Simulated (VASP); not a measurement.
Write the native input for VASP 6.6.1 that does the following.

- Task: single point
- Functional: PBE
- Potentials or basis: VASP PAW PBE potentials, release 64 (Mo_sv)
- Cutoff: 520 eV
- k mesh: 24 × 24 × 22
- Occupations: gaussian, width 0.1 eV
- Spin: no spin polarisation
- Dipole correction: no
- Further INCAR settings: ALGO = Fast; EDIFF = 1e-06; NBANDS = 13

The structure of Mo lies in POSCAR:

```
Mo
1.0
    2.7737884602      0.0000000000      0.0000000000
   -1.3868942301      2.4021712713      0.0000000000
    0.0000000000      0.0000000000      2.5219612327
Mo
1
Direct
    0.0000000000      0.0000000000      0.0000000000
```

These files were run (other wordings do the same):

INCAR

```
ALGO = Fast
EDIFF = 1E-6
ENCUT = 520
GGA = PE
ISIF = 2
ISMEAR = 0
LASPH = True
LCHARG = False
LREAL = False
LWAVE = False
NBANDS = 13
NELM = 80
PREC = Accurate
SIGMA = 0.1
```

KPOINTS

```
k-points
0
Gamma
  24 24 22
```

Potentials or basis: VASP PAW PBE potentials, release 64 (Mo_sv).

The run is started by

```sh
$ cat potpaw_PBE.64/Mo_sv/POTCAR > POTCAR
$ mpirun -np 1 vasp_std > vasp.out
```

It gave:

* Pressure: 0.5 GPa
* Band gap on the k mesh: zero (band 7 reaches 12.23 eV, above the bottom of band 8 at 10.42 eV)

It took 72 s on 1 thread of Intel Xeon 6975P-C, on a shared host, peak memory 0.26 GiB.
